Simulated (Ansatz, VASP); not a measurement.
Sn in VASP and in Ansatz

```xyz
3
Lattice="5.7210 0.0000 0.0000 0.0000 5.7210 0.0000 0.0000 0.0000 2.6726" Properties=species:S:1:pos:R:3 pbc="T T T"
Sn    0.0000    0.0000    0.0000
Sn    0.0000    2.8605    0.0000
Sn    2.8605    0.0000    0.0000
```

Alike in both runs: task relaxation of cell and atoms; functional PBE; k mesh 4 × 4 × 6; occupations gaussian, width 0.1 eV; no spin polarisation.

|  | VASP | Ansatz |
| --- | --- | --- |
| version | VASP 6.6.1 | Ansatz 0.2.0 |
| potentials or method | VASP PAW PBE potentials, release 64 (Sn_d), cutoff 600 eV | scalar-relativistic, plane waves, PAW |
| valence electrons in the cell | 42 | 42 |

```tsv
	VASP	Ansatz	Ansatz less VASP
gap on the k mesh at the Fermi level, each at its own relaxed structure (eV)	none	none	-
relaxed volume (Å³/atom)	35.77	35.54	-0.230
relaxed cell length with the largest relative difference (Å)	5.930	5.912	-0.0177
```

A gap of «none» marks a metal or a gap that the smearing closes.

The k mesh is coarse, so the values compare programs but aren't converged. Noted on VASP's run: the volume moved by over 15 % at a fixed basis, so the end points are rough.
